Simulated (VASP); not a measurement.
Here is a VASP 6.6.1 calculation.

INCAR

```
ALGO = Normal ; EDIFF = 1E-6
ENCUT = 520 ; GGA = PE
ISIF = 2 ; ISMEAR = -1
LASPH = T ; LCHARG = T
LELF = T ; LREAL = F
LVHAR = T ; LWAVE = F
NBANDS = 16 ; NELM = 60
PREC = Accurate ; SIGMA = 0.02
```

KPOINTS

```
k-points
0
Gamma
  12 12 10
```

Contents of POSCAR:

```
Se
1.0
    4.4762756230      0.0000000000      0.0000000000
   -2.2381378115      3.8765684039      0.0000000000
    0.0000000000      0.0000000000      5.0784844763
Se
3
Direct
    0.2204042328      0.0000000000      0.3333333333
    0.0000000000      0.2204042328      0.6666666667
    0.7795957672      0.7795957672      0.0000000000
```

Potentials or basis: VASP PAW PBE potentials, release 64 (Se).

Command:

```console
$ cat potpaw_PBE.64/Se/POTCAR > POTCAR
$ mpirun -np 1 vasp_std > vasp.out
```

Task: Estimate the pressure.

Result: 0.0 GPa.

Task: Predict the largest force.

Result: 0.030 eV/Å.

Stress tensor (GPa, compression positive):
```
 0.14  0.00  0.00
 0.00  0.14  0.00
 0.00  0.00 -0.14
```
